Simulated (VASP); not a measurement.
Here is a VASP 6.6.1 calculation.

File INCAR:

```
SYSTEM = Ca2SeO
  PREC = Accurate
  ENCUT = 520
  EDIFF = 1E-6
  ISMEAR = 0
  SIGMA = 0.01
  LREAL = .False.
  LASPH = .True.
  NELM = 60
  ALGO = Normal
  ISIF = 2
  LWAVE = .False.
  LCHARG = .False.
  GGA = PE
  NBANDS = 24
```

Contents of KPOINTS:

```
Automatic mesh
0
Gamma
  6 6 4
  0 0 0
```

Contents of POSCAR:

```
Ca2SeO
1.0
    3.9416408739      0.0000000000      0.0000000000
    0.0000000000      3.9416408739      0.0000000000
    0.0000000000      0.0000000000      5.5803992025
O Ca Se
1 2 1
Direct
    0.0000000000      0.0000000000      0.0000000000
    0.0000000000      0.0000000000      0.5000000000
    0.5000000000      0.5000000000      0.0000000000
    0.5000000000      0.5000000000      0.5000000000
```

Potentials or basis: VASP PAW PBE potentials, release 64 (O, Ca_sv, Se).

The run is started by

```bash
$ cat potpaw_PBE.64/O/POTCAR potpaw_PBE.64/Ca_sv/POTCAR potpaw_PBE.64/Se/POTCAR > POTCAR
$ mpirun -np 1 vasp_std > vasp.out
```

(1) Estimate the band gap on the k mesh.

(2) Predict the pressure.

## Answers

(1) 2.09 eV, direct.

(2) -1.5 GPa.
